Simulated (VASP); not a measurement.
Input of a VASP 6.6.1 run:

INCAR

```
  PREC = Accurate
  ENCUT = 520
  EDIFF = 1E-6
  ISMEAR = -1
  SIGMA = 0.05
  LREAL = F
  LASPH = T
  NELM = 80
  ALGO = Normal
  ISIF = 2
  LWAVE = F
  LCHARG = T
  GGA = PS
  LELF = T
  LVHAR = T
  NBANDS = 18
```

KPOINTS

```
regular mesh
0
Gamma
  15 15 8
```

File POSCAR:

```
Ag
1.0
    2.2720945871      0.0000000000      0.0000000000
   -1.1360472936      1.9676916323      0.0000000000
    0.0000000000      0.0000000000      3.7287370842
Ag
2
Direct
    0.3333333333      0.6666666667      0.2500000000
    0.6666666667      0.3333333333      0.7500000000
```

Potentials or basis: VASP PAW PBE potentials, release 64 (Ag).

Command:

```bash
$ cat potpaw_PBE.64/Ag/POTCAR > POTCAR
$ mpirun -np 1 vasp_std > vasp.out
```

Problem. What does it give for the band gap on the k mesh?

Solution. Zero (bands 11 and 12 overlap by 12.79 eV).

Problem. Estimate the pressure.

Solution. 545.5 GPa.

Stress tensor (GPa, compression positive):
```
545.26   0.00   0.00
  0.00 545.26   0.00
  0.00   0.00 545.88
```

Caveat: the cell stands under pressure; the PAW data sets were made with another functional, which shifts forces and pressure a little.
